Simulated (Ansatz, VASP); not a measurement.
One calculation of CoPdO2, two programs

```
O Co Pd
1.0
     2.84500    0.00000    0.00000
    -1.42250    2.46384    0.00000
     0.00000    0.00000   24.91476
O Co Pd
4 2 2
Direct
  0.00000 0.00000 0.30103
  0.66667 0.33333 0.37927
  0.66667 0.33333 0.54024
  0.33333 0.66667 0.61849
  0.33333 0.66667 0.34015
  0.00000 0.00000 0.57937
  0.66667 0.33333 0.45976
  0.33333 0.66667 0.69897
```

Alike in both runs: task single point; functional PBE; k mesh 11 × 11 × 1; occupations fermi-dirac, width 0.05 eV; collinear spin.

|  | VASP | Ansatz |
| --- | --- | --- |
| version | VASP 6.6.1 | Ansatz 0.2.0 |
| potentials or method | VASP PAW PBE potentials, release 64 (O, Co, Pd) | Ansatz PAW |
| plane-wave cutoff (eV) | 520 | 420 |
| valence electrons in the cell | 62 | 94 |

```csv
,VASP,Ansatz,Ansatz less VASP
gap on the k mesh at the Fermi level (eV),none,none,-
rms of the force components (eV/Å),0.418,0.429,+0.0106
net moment per atom (μB),0.13,0.13,+0.001
size of the moment on the site where the two differ most (μB),0.39,0.34,-0.053
```

Site moments also hang on the region over which each program counts them. A gap of «none» marks a metal or a gap that the smearing closes. VASP's potentials hold 62 valence electrons a cell and Ansatz's 94, so a difference there can come from the potentials and not from the codes.
